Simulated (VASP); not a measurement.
# HfC (rocksalt type) (Fm-3m) in VASP: further runs

Runs on HfC (rocksalt type). Level: PBE. Tasks: relaxation of cell and atoms.

Program: VASP 6.6.1. These are calculated values, not measurements. Logs are shortened: lines on timing, memory, paths and dates and some standing lists are left out, and cuts for length are marked.

## (1) The cell of the first run

It takes space group Fm-3m (No. 225, cubic). Conventional cell: a = 4.423 Å, b = 4.423 Å, c = 4.423 Å, α = 90.00°, β = 90.00°, γ = 90.00°. Hf (site symmetry m-3m) has 6 C at 2.21 Å within 2.9 Å. C (site symmetry m-3m) has 6 Hf at 2.21 Å within 2.9 Å.

## (2) Relaxation of cell and atoms, PBE, target pressure 47 GPa, at which the enthalpy is minimised

INCAR reads:

```
  ALGO = Normal
  EDIFF = 1E-7
  EDIFFG = -0.005
  ENCUT = 600
  GGA = PE
  IBRION = 2
  ISIF = 3
  ISMEAR = -1
  LASPH = True
  LCHARG = False
  LREAL = False
  LWAVE = False
  NELM = 80
  NSW = 60
  PREC = Accurate
  PSTRESS = 470.0
  SIGMA = 0.1
```

KPOINTS reads:

```
k-points
0
Gamma
  16 16 16
```

POSCAR reads:

```
HfC
1.0
    0.0000000000      2.2115623204      2.2115623204
    2.2115623204      0.0000000000      2.2115623204
    2.2115623204      2.2115623204      0.0000000000
Hf C
1 1
Direct
    0.0000000000      0.0000000000      0.0000000000
    0.5000000000      0.5000000000      0.5000000000
```

Potentials or basis: VASP PAW PBE potentials, release 64 (Hf_pv, C).

On the command line:

```bash
cat potpaw_PBE.64/Hf_pv/POTCAR potpaw_PBE.64/C/POTCAR > POTCAR
mpirun -np 1 vasp_std > vasp.out
```

OUTCAR:

```text
EDIFF = 1E-7
   EDIFFG = -0.005
   ENCUT = 600
   GGA = PE
   IBRION = 2
   ISIF = 3
   ISMEAR = -1
   LASPH = True
   LREAL = False
   NELM = 80
   NSW = 60
   PREC = Accurate
   PSTRESS = 470.0

 ion  position               nearest neighbor table
   1  0.000  0.000  0.000-   2 2.21   2 2.21   2 2.21   2 2.21   2 2.21   2 2.21
   2  0.500  0.500  0.500-   1 2.21   1 2.21   1 2.21   1 2.21   1 2.21   1 2.21

  LATTYP: Found a face centered cubic cell.
 ALAT       =     4.4231246408

  Lattice vectors:

 A1 = (   0.0000000000,   2.2115623204,   2.2115623204)
 A2 = (   2.2115623204,   0.0000000000,   2.2115623204)
 A3 = (   2.2115623204,   2.2115623204,   0.0000000000)

Analysis of symmetry for initial positions (statically):
=====================================================================
 Subroutine PRICEL returns:
 Original cell was already a primitive cell.

 Routine SETGRP: Setting up the symmetry group for a
 face centered cubic supercell.

 Subroutine GETGRP returns: Found 48 space group operations
 (whereof 48 operations were pure point group operations)
 out of a pool of 48 trial point group operations.

The static configuration has the point symmetry O_h .

Analysis of symmetry for dynamics (positions and initial velocities):
=====================================================================
 Subroutine PRICEL returns:
 Original cell was already a primitive cell.

 Routine SETGRP: Setting up the symmetry group for a
 face centered cubic supercell.

 Subroutine GETGRP returns: Found 48 space group operations
 (whereof 48 operations were pure point group operations)
 out of a pool of 48 trial point group operations.

The dynamic configuration has the point symmetry O_h .

 Subroutine INISYM returns: Found 48 space group operations
 (whereof 48 operations are pure point group operations),
 and found     1 'primitive' translations

----------------------------------------------------------------------------------------

                                     Primitive cell

  volume of cell :      21.6335

  direct lattice vectors                    reciprocal lattice vectors
     0.000000000  2.211562320  2.211562320    -0.226084517  0.226084517  0.226084517
     2.211562320  0.000000000  2.211562320     0.226084517 -0.226084517  0.226084517
     2.211562320  2.211562320  0.000000000     0.226084517  0.226084517 -0.226084517

  length of vectors
     3.127621428  3.127621428  3.127621428     0.391589871  0.391589871  0.391589871

  position of ions in fractional coordinates (direct lattice)
     0.000000000  0.000000000  0.000000000
     0.500000000  0.500000000  0.500000000

  ion indices of the primitive-cell ions
   primitive index   ion index
                 1           1
                 2           2

----------------------------------------------------------------------------------------

 KPOINTS: k-points

Automatic generation of k-mesh.
 Grid dimensions read from file:
 generate k-points for:   16   16   16

 Generating k-lattice:

  Cartesian coordinates                     Fractional coordinates (reciprocal lattice)
    -0.014130282  0.014130282  0.014130282     0.062500000  0.000000000  0.000000000
     0.014130282 -0.014130282  0.014130282     0.000000000  0.062500000  0.000000000
     0.014130282  0.014130282 -0.014130282     0.000000000  0.000000000  0.062500000

  Length of vectors
     0.024474367  0.024474367  0.024474367

  Shift w.r.t. Gamma in fractional coordinates (k-lattice)
     0.000000000  0.000000000  0.000000000

 Subroutine IBZKPT returns following result:
 ===========================================

 Found    145 irreducible k-points:

 Following reciprocal coordinates:
            Coordinates               Weight
  0.000000  0.000000  0.000000      1.000000
  0.062500  0.000000  0.000000      8.000000
  0.125000  0.000000  0.000000      8.000000
  0.187500  0.000000  0.000000      8.000000
  0.250000  0.000000  0.000000      8.000000
  0.312500  0.000000  0.000000      8.000000
[... 16 lines left out ...]
 -0.125000  0.062500  0.000000     24.000000
 -0.062500  0.062500  0.000000     12.000000
 [... further k-points ...]
   k-points           NKPTS =    145   k-points in BZ     NKDIM =    145   number of bands    NBANDS=     11
   number of dos      NEDOS =    301   number of ions     NIONS =      2
   total plane-waves  NPLWV =  21952
   dimension x,y,z NGX =    28 NGY =   28 NGZ =   28
   dimension x,y,z NGXF=    56 NGYF=   56 NGZF=   56
   ions per type =               1   1
   NGX,Y,Z   is equivalent  to a cutoff of  14.88, 14.88, 14.88 a.u.
   NGXF,Y,Z  is equivalent  to a cutoff of  29.77, 29.77, 29.77 a.u.
 SYSTEM =  unknown system
   PREC   = accura    normal or accurate (medium, high low for compatibility)
   ISTART =      0    job   : 0-new  1-cont  2-samecut
   ICHARG =      2    charge: 1-file 2-atom 10-const
   ISPIN  =      1    spin polarized calculation?
   LNONCOLLINEAR =      F non collinear calculations
   LSORBIT =      F    spin-orbit coupling
   LASPH  =      T    aspherical Exc in radial PAW
   ENCUT  =  600.0 eV  44.10 Ry    6.64 a.u.   6.25  6.25  6.25*2*pi/ulx,y,z
   NELM   =     80;   NELMIN=  2; NELMDL= -5     # of ELM steps
   EDIFF  = 0.1E-06   stopping-criterion for ELM
   LREAL  =      F    real-space projection
   EDIFFG = -.5E-02   stopping-criterion for IOM
   NSW    =     60    number of steps for IOM
   IBRION =      2    ionic relax: 0-MD 1-quasi-New 2-CG
   NFREE  =      1    steps in history (QN), initial steepest desc. (CG)
   ISIF   =      3    stress and relaxation
   ISYM   =      2    0-nonsym 1-usesym 2-fastsym
   POTIM  = 0.5000    time-step for ionic-motion
   TEBEG  =    0.0;   TEEND  =   0.0 temperature during run
   PSTRESS=  470.0 pullay stress
   NELECT =      14.0000    total number of electrons
   NUPDOWN=      -1.0000    fix difference up-down
   EMIN   =  10.00;   EMAX   =-10.00  energy-range for DOS
   EFERMI =   0.00;   METHOD = LEGACY
   ISMEAR =    -1;   SIGMA  =   0.10  broadening in eV -4-tet -1-fermi 0-gaus
   EFERMI_NEDOS =   21; number of points for ismear=-14 and -15
   IALGO  =     38    algorithm
   IMIX   =      4    mixing-type and parameters
     AMIX     =   0.40;   BMIX     =  1.00
     AMIX_MAG =   1.60;   BMIX_MAG =  1.00
  volume/ion in A,a.u.               =      10.82        73.00
  Fermi-wavevector in a.u.,A,eV,Ry     =   1.416038  2.675924 27.281918  2.005164
  Thomas-Fermi vector in A             =   2.537414
   LORBIT       =      0    0 simple, 1 ext, 2 COOP (PROOUT), +10 PAW based schemes
   GGA     = PE    functional components
   LHFCALC =     F    Hartree Fock is set to
   AEXX    =    0.0000 exact exchange contribution
   IVDW    =     0    specifies the selected vdW correction
   LEPSILON=     F    determine dielectric tensor
   LRPA    =     F    only Hartree local field effects (RPA)
 conjugate gradient relaxation of ions
 non-spin polarized calculation
  energy-cutoff  :      600.00
  volume of cell :       21.63
 maximum number of plane-waves:       740
 NGX is ok and might be reduce to    28
   NGX = 13   NGY = 13   NGZ = 13

--------------------------------------- Ionic step        1  -------------------------------------------

 number of electron      13.9999999 magnetization

 Free energy of the ion-electron system (eV)
  ---------------------------------------------------
  ext. energy  EPLUGINS =         0.00000000
  ---------------------------------------------------
  free energy    TOTEN  =       -20.59509690 eV

  energy without entropy =      -20.58593997  energy(sigma->0) =      -20.59051843

------------------------ aborting loop because EDIFF is reached ----------------------------------------

  FORCE on cell =-STRESS in cart. coord.  units (eV):
  Direction    XX          YY          ZZ          XY          YZ          ZX
  --------------------------------------------------------------------------------------
  -------------------------------------------------------------------------------------
  Total        6.4348203      6.4348203      6.4348203      0.0000000      0.0000000     -0.0000000
  in kB      476.5620594    476.5620594    476.5620594      0.0000000      0.0000000     -0.0000000
  external PRESSURE =       6.5620594 kB  Pullay stress =     470.0000000 kB

 VOLUME and BASIS-vectors are now :
 -----------------------------------------------------------------------------
  energy-cutoff  :      600.00
  volume of cell :       21.63
      direct lattice vectors                 reciprocal lattice vectors
     0.000000000  2.211562320  2.211562320    -0.226084517  0.226084517  0.226084517
     2.211562320  0.000000000  2.211562320     0.226084517 -0.226084517  0.226084517
     2.211562320  2.211562320  0.000000000     0.226084517  0.226084517 -0.226084517
[... 46 lines left out ...]
  FREE ENERGIE OF THE ION-ELECTRON SYSTEM (eV)
  ---------------------------------------------------
  free  energy   TOTEN  =       -20.6352843878 eV

  energy  without entropy=      -20.6260732512  energy(sigma->0) =      -20.63067882

  enthalpy is  TOTEN    =       -14.2482912057 eV   P V=        6.3869931820

--------------------------------------- Ionic step        3  -------------------------------------------

 number of electron      14.0000000 magnetization

 Free energy of the ion-electron system (eV)
  ---------------------------------------------------
  ext. energy  EPLUGINS =         0.00000000
  ---------------------------------------------------
  free energy    TOTEN  =       -20.60506563 eV

  energy without entropy =      -20.59589488  energy(sigma->0) =      -20.60048026

 E-fermi :   7.1516     XC(G=0): -13.0377

 val. band max:        7.1053722532   @ k =   0.3125   0.2500   0.0000
 cond. band min:       7.1778533573   @ k =   0.4375   0.4375   0.0000
 fundamental gap:      0.0724811040
 Fermi energy:         7.1515947478

 k-point     1 :       0.0000    0.0000    0.0000
  band No.  band energies     occupation
      1     -21.6913      2.00000
      2     -21.6913      2.00000
      3     -21.6913      2.00000
      4      -5.9034      2.00000
      5       8.2335      0.00004
      6       8.2335      0.00004
      7       8.2335      0.00004
      8       8.5605      0.00000
      9       8.5605      0.00000
     10       8.5605      0.00000
     11      11.0092      0.00000

 k-point     2 :       0.0625    0.0000    0.0000
  band No.  band energies     occupation
      1     -21.7410      2.00000
      2     -21.6956      2.00000
      3     -21.6956      2.00000
      4      -5.7772      2.00000
      5       7.3761      0.19154
      6       7.6277      0.01696
      7       7.6277      0.01696
      8       8.8276      0.00000
      9       8.8276      0.00000
     10       9.1727      0.00000
     11      11.5929      0.00000
[... 295 lines left out ...]
 k-point    24 :      -0.0625    0.0625    0.0000
  band No.  band energies     occupation
      1     -21.8092      2.00000
      2     -21.7223      2.00000
      3     -21.6935      2.00000
      4      -5.5729      2.00000
      5       6.6874      1.98090
      6       6.9604      1.74257
      7       7.0918      1.29043
      8       8.7501      0.00000
      9       9.5230      0.00000
     10       9.5516      0.00000
     11      11.7391      0.00000

 [... further k-points ...]

------------------------ aborting loop because EDIFF is reached ----------------------------------------

  FORCE on cell =-STRESS in cart. coord.  units (eV):
  Direction    XX          YY          ZZ          XY          YZ          ZX
  --------------------------------------------------------------------------------------
  -------------------------------------------------------------------------------------
  Total        6.3581850      6.3581850      6.3581850     -0.0000000      0.0000000      0.0000000
  in kB      470.1529130    470.1529130    470.1529130     -0.0000000      0.0000000      0.0000000
  external PRESSURE =       0.1529130 kB  Pullay stress =     470.0000000 kB

 VOLUME and BASIS-vectors are now :
 -----------------------------------------------------------------------------
  energy-cutoff  :      600.00
  volume of cell :       21.67
      direct lattice vectors                 reciprocal lattice vectors
     0.000000000  2.212711906  2.212711906    -0.225967058  0.225967058  0.225967058
     2.212711906  0.000000000  2.212711906     0.225967058 -0.225967058  0.225967058
     2.212711906  2.212711906 -0.000000000     0.225967058  0.225967058 -0.225967058

 POSITION                                       TOTAL-FORCE (eV/Angst)
 -----------------------------------------------------------------------------------
      0.00000      0.00000      0.00000        -0.000000      0.000000      0.000000
      2.21271      2.21271      2.21271         0.000000     -0.000000     -0.000000
 -----------------------------------------------------------------------------------
    total drift:                                0.000000      0.000000      0.000000

  FREE ENERGIE OF THE ION-ELECTRON SYSTEM (eV)
  ---------------------------------------------------
  free  energy   TOTEN  =       -20.6050656340 eV

  energy  without entropy=      -20.5958948773  energy(sigma->0) =      -20.60048026

  enthalpy is  TOTEN    =       -14.2489485409 eV   P V=        6.3561170931

 reached required accuracy - stopping structural energy minimisation
```

It took 78 s on 1 thread of Intel Xeon Platinum 8488C (Sapphire Rapids), shared host; peak memory 0.2 GiB.

What came out:

- Free energy: -20.6051 eV
- Relaxed volume: 10.83 Å³/atom
- Relaxed cell: a = 3.129 Å, b = 3.129 Å, c = 3.129 Å, α = 60.00°, β = 60.00°, γ = 60.00°
- Space group after relaxing (to 0.1 Å): Fm-3m (No. 225)
- Energy change on relaxing (the run minimises the enthalpy): -5.0 meV/atom
- Ionic steps: 3
- Pressure after relaxing: 47.0 GPa
- Band gap on the k mesh: zero (bands 7 and 8 overlap by 1.51 eV)

Step by step:
```
step  energy change (eV)  largest force (eV/Å)  pressure (GPa)  volume (Å³)
   1              0.0000                0.0000           47.66        21.63
   2             -0.0402                0.0000           45.01        21.77
   3             -0.0100                0.0000           47.02        21.67
```

Final structure:
```cif
data_structure
_symmetry_space_group_name_H-M 'P 1'
_symmetry_Int_Tables_number 1
_cell_length_a 3.1292
_cell_length_b 3.1292
_cell_length_c 3.1292
_cell_angle_alpha 60.000
_cell_angle_beta 60.000
_cell_angle_gamma 60.000
_cell_volume 21.67
loop_
_atom_site_label
_atom_site_type_symbol
_atom_site_fract_x
_atom_site_fract_y
_atom_site_fract_z
_atom_site_occupancy
Hf1 Hf 0.00000 0.00000 0.00000 1
C1 C 0.50000 0.50000 0.50000 1
```

Levels at points of the mesh, in eV from the Fermi level:
```
           k point  band 3  band 4  band 5  band 6  band 7  band 8  band 9  band 10  band 11
(0.00, 0.00, 0.00)  -28.84  -13.05    1.08    1.08    1.08    1.41    1.41     1.41     3.86
(0.50, 0.00, 0.00)  -28.95   -8.33   -6.84   -3.54   -3.54    6.22    6.22     6.78     7.33
(0.50, 0.50, 0.00)  -29.24  -11.14   -2.34   -2.32    0.10    0.10    6.22     8.00     8.00
```

Caveat: the cell is relaxed towards a set pressure, so the run minimises the enthalpy, not the energy; spin-orbit coupling is left out, which moves the levels of the heavy elements.

(Continued in part 2 of 2.)

The gap in the log of VASP goes by the Fermi energy; the results here count the filled bands.